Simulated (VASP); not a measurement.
Input of a VASP 6.6.1 run:

The input INCAR:

```
PREC = Accurate
ENCUT = 520
EDIFF = 1E-7
ISMEAR = -1
SIGMA = 0.05
LREAL = F
LASPH = T
NELM = 150
ALGO = Normal
ISIF = 2
LWAVE = F
LCHARG = F
ISPIN = 2
MAGMOM = 4 4 0 0
LORBIT = 11
NUPDOWN = 8.0
LMAXMIX = 4
GGA = PS
NBANDS = 27
```

The input KPOINTS:

```
regular mesh
0
Gamma
  8 8 5
```

POSCAR

```
CoO
1.0
    3.1976457435      0.0000000000      0.0000000000
   -1.5988228718      2.7692424462      0.0000000000
    0.0000000000      0.0000000000      5.2287097100
Co O
2 2
Direct
    0.3333333333      0.6666666667      0.5033624100
    0.0000000000      0.0000000000      0.0034741400
    0.3333333333      0.6666666667      0.8715556000
    0.0000000000      0.0000000000      0.3716088500
```

Potentials or basis: VASP PAW PBE potentials, release 64 (Co, O).

Command:

```console
$ cat potpaw_PBE.64/Co/POTCAR potpaw_PBE.64/O/POTCAR > POTCAR
$ mpirun -np 1 vasp_std > vasp.out
```

(1) What does it give for the largest force?

(2) Predict the pressure.

Results:

(1) 0.153 eV/Å.

(2) 6.3 GPa.

Caveat: the PAW data sets were made with another functional, which shifts forces and pressure a little; the total moment is fixed, so each spin has its own Fermi level.
